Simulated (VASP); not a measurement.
# Be2C (Fm-3m) in VASP: a series of runs, part 2 of 2

VASP 6.6.1.

### Step 3. Relaxation of cell and atoms, LDA

File INCAR:

```
  PREC = Accurate
  ENCUT = 600
  EDIFF = 1E-7
  ISMEAR = -1
  SIGMA = 0.02
  LREAL = F
  LASPH = T
  NELM = 120
  ALGO = Normal
  ISIF = 3
  LWAVE = F
  LCHARG = F
  GGA = CA
  IBRION = 2
  NSW = 80
  EDIFFG = -0.005
  GGA_COMPAT = F
  NELMIN = 4
```

File KPOINTS:

```
regular mesh
0
Gamma
  10 10 10
```

File POSCAR:

```
Be2C
1.0
    0.0000000000      2.1641921597      2.1641921597
    2.1641921597      0.0000000000      2.1641921597
    2.1641921597      2.1641921597      0.0000000000
Be C
2 1
Direct
    0.7500000000      0.7500000000      0.7500000000
    0.2500000000      0.2500000000      0.2500000000
    0.0000000000      0.0000000000      0.0000000000
```

Potentials or basis: VASP PAW LDA potentials, release 64 (Be, C).

Started as:

```bash
$ cat potpaw_LDA.64/Be/POTCAR potpaw_LDA.64/C/POTCAR > POTCAR
$ mpirun -np 1 vasp_std > vasp.out
```

It took 6.7 s on 1 thread of Intel Xeon 6975P-C (Granite Rapids), shared host; peak memory 0.13 GiB.

Results (log left out):

```
Free energy                            : -19.4335 eV
Relaxed volume                         : 6.49 Å³/atom
Relaxed cell                           : a = 3.020 Å, b = 3.020 Å, c = 3.020 Å, α = 60.00°, β = 60.00°, γ = 60.00°
Space group after relaxing (to 0.05 Å) : Fm-3m (No. 225)
Energy gained by relaxing              : 6.8 meV/atom
Ionic steps                            : 3
Pressure after relaxing                : 0.0 GPa
Band gap on the k mesh                 : 1.20 eV, indirect (least direct gap 4.10 eV)
```

The path:
| step | energy change (eV) | largest force (eV/Å) | pressure (GPa) | volume (Å³) |
| --- | --- | --- | --- | --- |
| 1 | 0.0000 | 0.0000 | -8.01 | 20.27 |
| 2 | -0.0192 | 0.0000 | 2.09 | 19.30 |
| 3 | -0.0204 | 0.0000 | 0.01 | 19.48 |

Final structure:
```
Be C
1.0
     0.00000    2.13564    2.13564
     2.13564    0.00000    2.13564
     2.13564    2.13564    0.00000
Be C
2 1
Direct
  0.75000 0.75000 0.75000
  0.25000 0.25000 0.25000
  0.00000 0.00000 0.00000
```

Levels at points of the mesh, in eV from the valence-band top:
```tsv
k point	band 1	band 2	band 3	band 4	band 5	band 6	band 7	band 8
(0.00, 0.00, 0.00)	-15.16	0.00	0.00	0.00	4.10	4.10	4.10	7.32
(0.50, 0.00, 0.00)	-12.20	-8.94	-1.91	-1.91	5.00	5.00	7.57	9.97
(0.50, 0.50, 0.00)	-11.47	-6.84	-4.91	-4.91	1.20	6.09	13.52	13.52
```

### Step 4. Relaxation of cell and atoms, r2SCAN

POSCAR is that of step 3.

File INCAR.step1:

```
SYSTEM = Be2C
PREC = Accurate
ENCUT = 660
ISMEAR = -1
SIGMA = 0.02
LREAL = .False.
LASPH = .True.
NELM = 120
GGA = PE
ALGO = Normal
EDIFF = 1E-5
LWAVE = .True.
LCHARG = .False.
GGA_COMPAT = .False.
IBRION = 2
ISIF = 3
EDIFFG = -0.005
NELMIN = 4
NSW = 100
```

File INCAR.step2:

```
SYSTEM = Be2C
PREC = Accurate
ENCUT = 660
EDIFF = 1E-7
ISMEAR = -1
SIGMA = 0.02
LREAL = .False.
LASPH = .True.
NELM = 120
ALGO = Normal
ISIF = 3
LWAVE = .False.
LCHARG = .False.
METAGGA = R2SCAN
LMIXTAU = .True.
IBRION = 2
NSW = 80
EDIFFG = -0.005
ISTART = 1
GGA_COMPAT = .False.
NELMIN = 4
```

File KPOINTS:

```
regular mesh
0
Gamma
  10 10 10
  0 0 0
```

Potentials or basis: VASP PAW PBE potentials, release 64 (Be, C).

Started as:

```bash
$ cat potpaw_PBE.64/Be/POTCAR potpaw_PBE.64/C/POTCAR > POTCAR
$ cp INCAR.step1 INCAR
$ mpirun -np 1 vasp_std > vasp.out
$ cp INCAR.step2 INCAR
$ mpirun -np 1 vasp_std > vasp.out
```

Run time: 45 s. Hardware: 1 thread of Intel Xeon 6975P-C (Granite Rapids), shared host; peak memory 0.16 GiB.

Results (log left out):

```
Free energy                            : -19.4763 eV
Relaxed volume                         : 6.75 Å³/atom
Relaxed cell                           : a = 3.059 Å, b = 3.059 Å, c = 3.059 Å, α = 60.00°, β = 60.00°, γ = 60.00°
Space group after relaxing (to 0.05 Å) : Fm-3m (No. 225)
Energy gained by relaxing              : 0.0 meV/atom
Ionic steps                            : 2
Pressure after relaxing                : 0.1 GPa
Band gap on the k mesh                 : 1.52 eV, indirect (least direct gap 4.62 eV)
```

Final structure:
```cif
data_structure
_symmetry_space_group_name_H-M 'P 1'
_symmetry_Int_Tables_number 1
_cell_length_a 3.0589
_cell_length_b 3.0589
_cell_length_c 3.0589
_cell_angle_alpha 60.000
_cell_angle_beta 60.000
_cell_angle_gamma 60.000
_cell_volume 20.24
loop_
_atom_site_label
_atom_site_type_symbol
_atom_site_fract_x
_atom_site_fract_y
_atom_site_fract_z
_atom_site_occupancy
Be1 Be 0.75000 0.75000 0.75000 1
Be2 Be 0.25000 0.25000 0.25000 1
C1 C 0.00000 0.00000 0.00000 1
```

Levels at points of the mesh, in eV from the valence-band top:
```tsv
k point	band 2	band 3	band 4	band 5	band 6	band 7
(0.00, 0.00, 0.00)	0.00	0.00	0.00	4.62	4.62	4.62
(0.50, 0.00, 0.00)	-9.09	-1.90	-1.90	5.54	5.54	7.58
(0.50, 0.50, 0.00)	-7.14	-4.92	-4.92	1.52	6.19	14.42
```

Caveat: the PAW data sets were made with another functional, which shifts forces and pressure a little.

### Step 5. Single point, HSE06

This run uses another cell than the first one, of 6.65 Å³/atom, 0.985 times its volume.

File POSCAR:

```
Be2C
1.0
    0.0000000000      2.1529900290      2.1529900290
    2.1529900290      0.0000000000      2.1529900290
    2.1529900290      2.1529900290      0.0000000000
Be C
2 1
Direct
    0.7500000000      0.7500000000      0.7500000000
    0.2500000000      0.2500000000      0.2500000000
    0.0000000000      0.0000000000      0.0000000000
```

File INCAR.step1:

```
SYSTEM = Be2C
ALGO = Normal ; EDIFF = 1E-5
ENCUT = 520 ; GGA = PE
GGA_COMPAT = .False. ; ISIF = 2
ISMEAR = -1 ; LASPH = .True.
LREAL = .False. ; LWAVE = .True.
NBANDS = 11 ; NELM = 120
PREC = Accurate ; SIGMA = 0.02
```

File INCAR.step2:

```
SYSTEM = Be2C
ALGO = Normal ; EDIFF = 1E-6
ENCUT = 520 ; GGA = PE
GGA_COMPAT = .False. ; HFSCREEN = 0.2079
ISIF = 2 ; ISMEAR = -1
ISTART = 1 ; LASPH = .True.
LCHARG = .True. ; LELF = .True.
LHFCALC = .True. ; LREAL = .False.
LVHAR = .True. ; LWAVE = .False.
NBANDS = 11 ; NELM = 120
PREC = Accurate ; PRECFOCK = Normal
SIGMA = 0.02
```

File KPOINTS:

```
k-points
0
Gamma
  6 6 6
  0 0 0
```

Started as:

```bash
$ cat potpaw_PBE.64/Be/POTCAR potpaw_PBE.64/C/POTCAR > POTCAR
$ cp INCAR.step1 INCAR
$ mpirun -np 1 vasp_std > vasp.out
$ cp INCAR.step2 INCAR
$ mpirun -np 1 vasp_std > vasp.out
```

It took 3.4 min on 1 thread of Intel Xeon 6975P-C (Granite Rapids), shared host; peak memory 0.24 GiB.

It converged, with:

```
Free energy            : -19.0753 eV
Pressure               : 0.3 GPa
Band gap on the k mesh : 1.91 eV, indirect (least direct gap 5.15 eV)
```

Levels at points of the mesh, in eV from the valence-band top:
```tsv
k point	band 1	band 2	band 3	band 4	band 5	band 6	band 7	band 8	band 9
(0.00, 0.00, 0.00)	-16.83	0.00	0.00	0.00	5.15	5.15	5.15	8.19	14.77
(0.50, 0.00, 0.00)	-13.65	-9.74	-2.04	-2.04	6.05	6.05	8.41	11.31	16.44
(0.50, 0.50, 0.00)	-12.79	-7.62	-5.27	-5.27	1.91	6.86	15.23	15.23	17.53
```

Caveat: the k points lie up to 0.42 Å⁻¹ apart; the PAW data sets were made with another functional, which shifts forces and pressure a little. A k mesh can miss the band edges.

### Step 6. Relaxation of cell and atoms, HSE06

This run uses another cell than the first one, of 6.72 Å³/atom, 0.995 times its volume.

File POSCAR:

```
Be2C
1.0
    0.0000000000      2.1604856457      2.1604856457
    2.1604856457      0.0000000000      2.1604856457
    2.1604856457      2.1604856457      0.0000000000
Be C
2 1
Direct
    0.7500000000      0.7500000000      0.7500000000
    0.2500000000      0.2500000000      0.2500000000
    0.0000000000      0.0000000000      0.0000000000
```

File INCAR.step1:

```
ALGO = Normal
EDIFF = 1E-5
EDIFFG = -0.005
ENCUT = 600
GGA = PE
GGA_COMPAT = F
IBRION = 2
ISIF = 3
ISMEAR = -1
LASPH = T
LCHARG = F
LREAL = F
LWAVE = T
NBANDS = 11
NELM = 120
NELMIN = 4
NSW = 100
PREC = Accurate
SIGMA = 0.02
```

File INCAR.step2:

```
ALGO = Normal
EDIFF = 1E-7
EDIFFG = -0.005
ENCUT = 600
GGA = PE
GGA_COMPAT = F
HFSCREEN = 0.2079
IBRION = 2
ISIF = 3
ISMEAR = -1
ISTART = 1
LASPH = T
LCHARG = F
LHFCALC = T
LREAL = F
LWAVE = F
NELM = 120
NELMIN = 4
NSW = 80
PREC = Accurate
PRECFOCK = Normal
SIGMA = 0.02
```

File KPOINTS:

```
k-points
0
Gamma
  6 6 6
```

Potentials or basis: VASP PAW PBE potentials, release 64 (Be, C).

Started as:

```bash
$ cat potpaw_PBE.64/Be/POTCAR potpaw_PBE.64/C/POTCAR > POTCAR
$ cp INCAR.step1 INCAR
$ mpirun -np 1 vasp_std > vasp.out
$ cp INCAR.step2 INCAR
$ mpirun -np 1 vasp_std > vasp.out
```

Wall time 10 min (1 thread of Intel Xeon 6975P-C (Granite Rapids), shared host); peak memory 0.25 GiB.

The run converged. Its results:

* Free energy: -19.0771 eV
* Relaxed volume: 6.66 Å³/atom
* Relaxed cell: a = 3.045 Å, b = 3.045 Å, c = 3.045 Å, α = 60.00°, β = 60.00°, γ = 60.00°
* Space group after relaxing (to 0.05 Å): Fm-3m (No. 225)
* Energy gained by relaxing: 0.4 meV/atom
* Ionic steps: 3
* Pressure after relaxing: 0.0 GPa
* Band gap on the k mesh: 1.91 eV, indirect (least direct gap 5.15 eV)

The path:
```csv
step,energy change (eV),largest force (eV/Å),pressure (GPa),volume (Å³)
1,0.0000,0.0000,-2.07,20.17
2,-0.0012,0.0000,0.57,19.92
3,-0.0013,0.0000,0.01,19.97
```

Final structure:
```
Be C
1.0
     0.00000    2.15331    2.15331
     2.15331    0.00000    2.15331
     2.15331    2.15331    0.00000
Be C
2 1
Direct
  0.75000 0.75000 0.75000
  0.25000 0.25000 0.25000
  0.00000 0.00000 0.00000
```

Levels at points of the mesh, in eV from the valence-band top:
```tsv
k point	band 2	band 3	band 4	band 5	band 6	band 7
(0.00, 0.00, 0.00)	0.00	0.00	0.00	5.15	5.15	5.15
(0.50, 0.00, 0.00)	-9.74	-2.04	-2.04	6.05	6.05	8.40
(0.50, 0.50, 0.00)	-7.61	-5.26	-5.26	1.91	6.86	15.23
```

Caveat: the PAW data sets were made with another functional, which shifts forces and pressure a little. A k mesh can miss the band edges.

### Step 7. The runs side by side

```csv
task,level,potentials or basis,cell,k mesh,cutoff (eV),grid for exact exchange (PRECFOCK),screening parameter,gap on the mesh (eV),pressure (GPa),relaxed volume (Å³/atom)
relaxation of cell and atoms,PBEsol,"VASP PAW PBE potentials, release 64 (Be, C)","relaxed from a = 3.061 Å, angles 60.0°, 3 atoms",10 × 10 × 10,600,-,-,1.06,0.0,6.69
relaxation of cell and atoms,LDA,"VASP PAW LDA potentials, release 64 (Be, C)","relaxed from a = 3.061 Å, angles 60.0°, 3 atoms",10 × 10 × 10,600,-,-,1.20,0.0,6.49
relaxation of cell and atoms,r2SCAN,"VASP PAW PBE potentials, release 64 (Be, C)","relaxed from a = 3.061 Å, angles 60.0°, 3 atoms",10 × 10 × 10,660,-,-,1.52,0.1,6.75
single point,HSE06,"VASP PAW PBE potentials, release 64 (Be, C)","a = 3.045 Å, angles 60.0°, 3 atoms",6 × 6 × 6,520,Normal,0.2079 1/Å,1.91,0.3,-
relaxation of cell and atoms,HSE06,"VASP PAW PBE potentials, release 64 (Be, C)","relaxed from a = 3.055 Å, angles 60.0°, 3 atoms",6 × 6 × 6,600,Normal,0.2079 1/Å,1.91,0.0,6.66
```

Alike in all rows: no spin polarisation; smearing fermi-dirac 0.02 eV.

Caveats: some runs use coarse meshes; the PAW data sets were made with another functional, which shifts forces and pressure a little (some runs).

Absolute energies hang on the potentials; compare differences alone.
